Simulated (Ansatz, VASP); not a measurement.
# One calculation of W, two programs

The input INCAR:

```
SYSTEM = W
ALGO     = Fast           ! electronic algorithm
EDIFF    = 1E-6           ! SCF threshold, eV
ENCUT    = 520            ! plane-wave cutoff, eV
GGA      = PS             ! functional
ISIF     = 2              ! what is computed and relaxed
ISMEAR   = 0              ! smearing method
LASPH    = .True.         ! aspherical terms in the spheres
LCHARG   = .False.        ! write CHGCAR
LREAL    = .False.        ! projectors in reciprocal space
LWAVE    = .False.        ! write WAVECAR
NBANDS   = 13             ! bands
NELM     = 100            ! most SCF steps
PREC     = Accurate       ! precision mode
SIGMA    = 0.15           ! smearing width, eV
```

The input KPOINTS:

```
k-points
0
Gamma
  20 20 20
  0 0 0
```

POSCAR

```
W
1.0
    0.0000000000      2.0807500000      2.0300000000
    2.0300000000      0.0000000000      2.0300000000
    2.0300000000      2.0807500000      0.0000000000
W
1
Direct
    0.0000000000      0.0000000000      0.0000000000
```

Input for Ansatz:

```yaml
crystal:
  lattice:
    - [0.0, 2.08075, 2.03]
    - [2.03, 0.0, 2.03]
    - [2.03, 2.08075, 0.0]
  atoms:
    - { symbol: W, position: [0.0, 0.0, 0.0] }
basis:
  ecutwfc: 420
kpoints:
  mp_grid: { grid: [20, 20, 20] }
hamiltonian:
  xc: pbesol
scf:
  occupations: { method: gaussian, width: 0.15 }
output:
  forces: true
  stress: true
  eigenvalues: true
```

Change from the starting cell: strain +0.0250 x Voigt [0, 1, 0, 0, 0, 0], atoms carried along.

Alike in both runs: task single point; functional PBEsol; k mesh 20 × 20 × 20; occupations gaussian, width 0.15 eV; no spin polarisation.

|  | VASP | Ansatz |
| --- | --- | --- |
| version | VASP 6.6.1 | Ansatz 0.2.0 |
| potentials or method | VASP PAW PBE potentials, release 64 (W_sv), cutoff 520 eV | scalar-relativistic, plane waves, PAW |
| valence electrons in the cell | 14 | 14 |

```csv
,VASP,Ansatz,Ansatz less VASP
gap on the k mesh at the Fermi level (eV),none,none,-
pressure (GPa),-18.1,-18.4,-0.34
"traceless stress, the component that is largest in VASP (GPa)",4.54,4.52,-0.021
```

VASP's potentials were made for PBE, not for PBEsol. A gap of «none» marks a metal or a gap that the smearing closes. With one functional, cell and mesh, what is left measures potentials, basis and numerics.

Neither program's run includes spin-orbit coupling.
